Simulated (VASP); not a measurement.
# Ti4H: single point with PBE

Ti4H, a slab with vacuum:

```
Ti H
1.0
     3.25534    0.00000    0.00000
     0.00000    3.25534    0.00000
     0.00000    0.00000   20.17937
Ti H
4 1
Cartesian
  1.6277 1.6277 4.0000
  0.0000 0.0000 5.6277
  1.6277 1.6277 7.1674
  0.0000 0.0000 8.6794
  1.2208 1.2208 9.1150
```

```
Program             : VASP 6.6.1
Task                : single point
Functional          : PBE
Potentials or basis : VASP PAW PBE potentials, release 64 (Ti_sv, H)
Cutoff              : 520 eV
k mesh              : 8 × 8 × 1
Occupations         : gaussian, width 0.1 eV
Spin                : no spin polarisation
```

- Largest force: 1.404 eV/Å

Forces in eV/Å, atoms in the order of the input:
```
Ti  -0.023 -0.023  0.496
Ti   0.055  0.055 -0.627
Ti  -0.310 -0.310  0.526
Ti  -0.715 -0.715 -0.393
H    0.993  0.993 -0.003
```

Levels at points of the mesh, in eV from the Fermi level:
| k point | band 20 | band 21 | band 22 | band 23 | band 24 | band 25 | band 26 | band 27 | band 28 | band 29 |
| --- | --- | --- | --- | --- | --- | --- | --- | --- | --- | --- |
| (0.00, 0.00, 0.00) | -1.97 | -1.91 | -0.96 | 0.00 | 0.21 | 0.62 | 0.89 | 0.91 | 0.92 | 1.00 |
| (0.50, 0.00, 0.00) | -1.96 | -1.78 | -0.39 | -0.27 | -0.21 | 0.09 | 0.32 | 0.57 | 0.78 | 1.19 |
| (0.50, 0.50, 0.00) | -0.87 | -0.71 | -0.70 | -0.41 | -0.40 | -0.17 | -0.14 | 0.87 | 1.44 | 1.97 |

Wall time 2.4 min on 1 thread of Intel(R) Xeon(R) 6975P-C (Granite Rapids) (shared host), peak memory 0.34 GiB.
